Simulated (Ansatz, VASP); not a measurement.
**Li3HSe in VASP and in Ansatz**

```
Li H Se
1.0
     3.90359    0.00000    0.00000
     0.00000    3.90359    0.00000
     0.00000    0.00000    3.90359
Li H Se
3 1 1
Direct
  0.00000 0.50000 0.50000
  0.50000 0.00000 0.50000
  0.50000 0.50000 0.00000
  0.50000 0.50000 0.50000
  0.00000 0.00000 0.00000
```

Alike in both runs: functional PBEsol; k mesh 6 × 6 × 6; occupations gaussian, width 0.02 eV; no spin polarisation.

Ansatz relaxed the structure, and its values are those at the end. VASP's run is a single point on that final structure, the one shown.

```csv
,VASP,Ansatz
version,VASP 6.6.1,Ansatz 0.2.0
potentials or method,"VASP PAW PBE potentials, release 64 (Li_sv, H, Se), cutoff 520 eV","scalar-relativistic, plane waves, PAW"
valence electrons in the cell,16,26
```

VASP gave:

* gap on the k mesh at the Fermi level (eV): 3.48
* least direct gap on the mesh (eV): 4.03

Question: What did Ansatz give for the same quantities?

Answer: gap on the k mesh at the Fermi level (eV): 3.46; least direct gap on the mesh (eV): 4.02.

VASP's potentials were made for PBE, not for PBEsol. VASP's potentials hold 16 valence electrons a cell and Ansatz's 26, so a difference there can come from the potentials and not from the codes.

Noted on VASP's run: the cutoff is under 1.25 times that of the potentials, so the pressure is a little rough.
